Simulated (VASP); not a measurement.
# Mg (P6_3/mmc) in VASP: further runs

The runs below take Mg through single point, with PBE.

All numbers are computed with VASP 6.6.1; they aren't measurements. Logs are shortened: lines on timing, memory, paths and dates and some standing lists are left out, and cuts for length are marked.

## (1) The cell of the first run

The structure is hexagonal, space group P6_3/mmc (No. 194). Conventional cell: a = 3.338 Å, b = 3.338 Å, c = 4.794 Å, α = 90.00°, β = 90.00°, γ = 120.00°. Within 4.0 Å of Mg (site symmetry -6m2) lie 12 Mg at 3.08 to 3.34 Å.

## (2) Single point, PBE (strain +0.040 along x and y, -0.080 along z)

Input file INCAR:

```
PREC     = Accurate       # precision mode
ENCUT    = 520            # plane-wave cutoff, eV
EDIFF    = 1E-6           # SCF threshold, eV
ISMEAR   = 0              # smearing method
SIGMA    = 0.15           # smearing width, eV
LREAL    = F              # projectors in reciprocal space
LASPH    = T              # aspherical terms in the spheres
NELM     = 60             # most SCF steps
ALGO     = Fast           # electronic algorithm
ISIF     = 2              # what is computed and relaxed
LWAVE    = F              # write WAVECAR
LCHARG   = F              # write CHGCAR
GGA      = PE             # functional
NBANDS   = 9              # bands
```

Input file KPOINTS:

```
Automatic mesh
0
Gamma
  18 18 10
```

Input file POSCAR:

```
Mg
1.0
    3.3376423938      0.0000000000      0.0000000000
   -1.6688211969      2.8904831018      0.0000000000
    0.0000000000      0.0000000000      4.7935036000
Mg
2
Direct
    0.3333333333      0.6666666667      0.2500000000
    0.6666666667      0.3333333333      0.7500000000
```

Potentials or basis: VASP PAW PBE potentials, release 64 (Mg).

The run is started by

```
cat potpaw_PBE.64/Mg/POTCAR > POTCAR
mpirun -np 1 vasp_std > vasp.out
```

OUTCAR:

```text
PREC = Accurate
   ENCUT = 520
   EDIFF = 1E-6
   ISMEAR = 0
   LREAL = F
   LASPH = T
   NELM = 60
   ISIF = 2
   GGA = PE

 ion  position               nearest neighbor table
   1  0.333  0.667  0.250-   2 3.08   2 3.08   2 3.08   2 3.08   2 3.08   2 3.08
   2  0.667  0.333  0.750-   1 3.08   1 3.08   1 3.08   1 3.08   1 3.08   1 3.08

  LATTYP: Found a hexagonal cell.
 ALAT       =     3.3376423938
 C/A-ratio  =     1.4361944853

  Lattice vectors:

 A1 = (   3.3376423938,   0.0000000000,   0.0000000000)
 A2 = (  -1.6688211969,   2.8904831018,   0.0000000000)
 A3 = (   0.0000000000,   0.0000000000,   4.7935036000)

Analysis of symmetry for initial positions (statically):
=====================================================================
 Subroutine PRICEL returns:
 Original cell was already a primitive cell.

 Routine SETGRP: Setting up the symmetry group for a
 hexagonal supercell.

 Subroutine GETGRP returns: Found 24 space group operations
 (whereof 12 operations were pure point group operations)
 out of a pool of 24 trial point group operations.

The static configuration has the point symmetry D_3d.
 The point group associated with its full space group is D_6h.

Analysis of symmetry for dynamics (positions and initial velocities):
=====================================================================
 Subroutine PRICEL returns:
 Original cell was already a primitive cell.

 Routine SETGRP: Setting up the symmetry group for a
 hexagonal supercell.

 Subroutine GETGRP returns: Found 24 space group operations
 (whereof 12 operations were pure point group operations)
 out of a pool of 24 trial point group operations.

The dynamic configuration has the point symmetry D_3d.
 The point group associated with its full space group is D_6h.

 Subroutine INISYM returns: Found 24 space group operations
 (whereof 12 operations are pure point group operations),
 and found     1 'primitive' translations

----------------------------------------------------------------------------------------

                                     Primitive cell

  volume of cell :      46.2448

  direct lattice vectors                    reciprocal lattice vectors
     3.337642394  0.000000000  0.000000000     0.299612685  0.172981464  0.000000000
    -1.668821197  2.890483102  0.000000000     0.000000000  0.345962929  0.000000000
[... 90 lines left out ...]
   NFREE  =      0    steps in history (QN), initial steepest desc. (CG)
   ISIF   =      2    stress and relaxation
   ISYM   =      2    0-nonsym 1-usesym 2-fastsym
   POTIM  = 0.5000    time-step for ionic-motion
   TEBEG  =    0.0;   TEEND  =   0.0 temperature during run
   PSTRESS=    0.0 pullay stress
   NELECT =       4.0000    total number of electrons
   NUPDOWN=      -1.0000    fix difference up-down
   EMIN   =  10.00;   EMAX   =-10.00  energy-range for DOS
   EFERMI =   0.00;   METHOD = LEGACY
   ISMEAR =     0;   SIGMA  =   0.15  broadening in eV -4-tet -1-fermi 0-gaus
   EFERMI_NEDOS =   21; number of points for ismear=-14 and -15
   IALGO  =     68    algorithm
   IMIX   =      4    mixing-type and parameters
     AMIX     =   0.40;   BMIX     =  1.00
     AMIX_MAG =   1.60;   BMIX_MAG =  1.00
  volume/ion in A,a.u.               =      23.12       156.04
  Fermi-wavevector in a.u.,A,eV,Ry     =   0.724003  1.368167  7.131908  0.524180
  Thomas-Fermi vector in A             =   1.814363
   LORBIT       =      0    0 simple, 1 ext, 2 COOP (PROOUT), +10 PAW based schemes
   GGA     = PE    functional components
   LHFCALC =     F    Hartree Fock is set to
   AEXX    =    0.0000 exact exchange contribution
   IVDW    =     0    specifies the selected vdW correction
   LEPSILON=     F    determine dielectric tensor
   LRPA    =     F    only Hartree local field effects (RPA)
 non-spin polarized calculation
 RMM-DIIS sequential band-by-band and
 Gauss-broadening in eV      SIGMA  =   0.15
  energy-cutoff  :      520.00
  volume of cell :       46.24
 maximum number of plane-waves:      1266
 NGX is ok and might be reduce to    28
   NGX = 13   NGY = 13   NGZ = 17

 number of electron       4.0000000 magnetization

 Free energy of the ion-electron system (eV)
  ---------------------------------------------------
  ext. energy  EPLUGINS =         0.00000000
  ---------------------------------------------------
  free energy    TOTEN  =        -2.95184614 eV

  energy without entropy =       -2.94220619  energy(sigma->0) =       -2.94702617

 E-fermi :   2.6179     XC(G=0):  -8.4638

 val. band max:        2.6117264213   @ k =   0.3333   0.0000   0.1000
 cond. band min:       2.6231252867   @ k =   0.3889   0.1667   0.5000
 fundamental gap:      0.0113988654
 Fermi energy:         2.6178793214

 k-point     1 :       0.0000    0.0000    0.0000
  band No.  band energies     occupation
      1      -4.3076      2.00000
      2       1.6491      2.00000
      3       2.5196      1.64593
      4      12.0359      0.00000
      5      12.0359      0.00000
      6      12.2311      0.00000
      7      12.2311      0.00000
      8      14.0676      0.00000
      9      14.6731      0.00000
[... 265 lines left out ...]
 k-point    24 :       0.3889    0.1111    0.0000
  band No.  band energies     occupation
      1      -0.6455      2.00000
      2       1.2638      2.00000
      3       5.0088      0.00000
      4       5.5309      0.00000
      5       6.6233      0.00000
      6       6.8901      0.00000
      7       8.4293      0.00000
      8      11.4730      0.00000
      9      12.0734      0.00000

 [... further k-points ...]

------------------------ aborting loop because EDIFF is reached ----------------------------------------

  FORCE on cell =-STRESS in cart. coord.  units (eV):
  Direction    XX          YY          ZZ          XY          YZ          ZX
  --------------------------------------------------------------------------------------
  -------------------------------------------------------------------------------------
  Total       -0.4862397     -0.4862397      1.1203197      0.0000000      0.0000000      0.0000000
  in kB      -16.8460368    -16.8460368     38.8140783      0.0000000      0.0000000      0.0000000
  external PRESSURE =       1.7073349 kB  Pullay stress =       0.0000000 kB

 VOLUME and BASIS-vectors are now :
 -----------------------------------------------------------------------------
  energy-cutoff  :      520.00
  volume of cell :       46.24
      direct lattice vectors                 reciprocal lattice vectors
     3.337642394  0.000000000  0.000000000     0.299612685  0.172981464  0.000000000
    -1.668821197  2.890483102  0.000000000     0.000000000  0.345962929  0.000000000
     0.000000000  0.000000000  4.793503600     0.000000000  0.000000000  0.208615677

 POSITION                                       TOTAL-FORCE (eV/Angst)
 -----------------------------------------------------------------------------------
     -0.00000      1.92699      1.19838         0.000000      0.000000      0.000000
      1.66882      0.96349      3.59513        -0.000000     -0.000000      0.000000
 -----------------------------------------------------------------------------------
    total drift:                                0.000000     -0.000000      0.000000

  FREE ENERGIE OF THE ION-ELECTRON SYSTEM (eV)
  ---------------------------------------------------
  free  energy   TOTEN  =        -2.9518461420 eV

  energy  without entropy=       -2.9422061911  energy(sigma->0) =       -2.94702617
```

Wall time 26 s (1 thread of Intel Xeon 6975P-C (Granite Rapids), shared host); peak memory 0.21 GiB.

Results:

```yaml
Free_energy: -2.9518 eV
Pressure: 0.2 GPa
Band_gap_on_the_k_mesh: zero (bands 2 and 3 overlap by 2.04 eV)
```

Stress tensor (GPa, compression positive):
```
-1.68  0.00  0.00
 0.00 -1.68  0.00
 0.00  0.00  3.88
```

Caveat: the cell differs from its parent crystal (strain +0.040 along x and y, -0.080 along z); the stress differs along the axes, from -2 to 4 GPa.

## (3) Single point, PBE (strain +0.000 along x and y, +0.040 along z)

Input file INCAR:

```
SYSTEM = Mg
PREC     = Accurate       ! precision mode
ENCUT    = 520            ! plane-wave cutoff, eV
EDIFF    = 1E-7           ! SCF threshold, eV
ISMEAR   = 0              ! smearing method
SIGMA    = 0.15           ! smearing width, eV
LREAL    = .FALSE.        ! projectors in reciprocal space
LASPH    = .TRUE.         ! aspherical terms in the spheres
NELM     = 60             ! most SCF steps
ALGO     = Fast           ! electronic algorithm
ISIF     = 2              ! what is computed and relaxed
LWAVE    = .FALSE.        ! write WAVECAR
LCHARG   = .FALSE.        ! write CHGCAR
GGA      = PE             ! functional
NBANDS   = 9              ! bands
```

Input file KPOINTS:

```
regular mesh
0
G
  18 18 10
  0 0 0
```

Input file POSCAR:

```
Mg
1.0
    3.2092715325      0.0000000000      0.0000000000
   -1.6046357662      2.7793106748      0.0000000000
    0.0000000000      0.0000000000      5.4187432000
Mg
2
Direct
    0.3333333333      0.6666666667      0.2500000000
    0.6666666667      0.3333333333      0.7500000000
```

Potentials or basis: VASP PAW PBE potentials, release 64 (Mg).

The run is started by

```
cat potpaw_PBE.64/Mg/POTCAR > POTCAR
mpirun -np 1 vasp_std > vasp.out
```

Wall time 24 s (1 thread of Intel Xeon 6975P-C (Granite Rapids), shared host); peak memory 0.21 GiB.

Results (log left out):

* Free energy: -2.9956 eV
* Pressure: -1.7 GPa
* Band gap on the k mesh: zero (bands 2 and 3 overlap by 2.49 eV)

Stress tensor (GPa, compression positive):
```
-1.19  0.00  0.00
 0.00 -1.19  0.00
 0.00  0.00 -2.77
```

Levels at points of the mesh, in eV from the Fermi level:
```
           k point  band 1  band 2  band 3  band 4  band 5
(0.00, 0.00, 0.00)   -6.71   -1.77   -1.59   11.06   11.06
(0.50, 0.00, 0.00)   -1.95   -1.94    2.56    2.89    2.94
(0.00, 0.00, 0.50)   -5.43   -5.43    4.32    4.32   11.76
(0.50, 0.00, 0.50)   -0.99   -0.99   -0.38   -0.38    7.82
```

Caveat: the cell differs from its parent crystal (strain +0.000 along x and y, +0.040 along z).
